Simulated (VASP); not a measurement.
The system is CoSi2.

```
Co Si
1.0
     0.00000    2.58353    2.58353
     2.58353    0.00000    2.58353
     2.58353    2.58353    0.00000
Co Si
1 2
Cartesian
  0.0000 0.0000 0.0000
  1.2918 1.2918 1.2918
  3.8753 3.8753 3.8753
```

Base run:

| Property | Result |
| --- | --- |
| Program | VASP 6.6.1 |
| Functional | PBEsol |
| Potentials or basis | VASP PAW PBE potentials, release 64 (Co, Si) |
| Cutoff | 520 eV |
| k mesh | 14 × 14 × 14 |
| Occupations | gaussian, width 0.15 eV |
| Spin | collinear spin, ferromagnetic start |
| Starting moments | [1.375, 0.0, 0.0] μB |
| Fixed moment | 1.375 μB |

Its results: pressure 28.5 GPa; site moments Co +0.85; Si +0.12 μB.

The run is repeated on the same cell with these changes: fixed moment from 1.375 μB to 0.55 μB; moments at the start from [1.38, 0.0, 0.0] to [0.55, 0.0, 0.0]. What comes out?

Pressure 20.8 GPa; site moments Co +0.33; Si +0.04 μB.

Caveats: the cell stands under pressure; the PAW data sets were made with another functional, which shifts forces and pressure a little; the total moment is fixed, so each spin has its own Fermi level and the state may be an excited one.
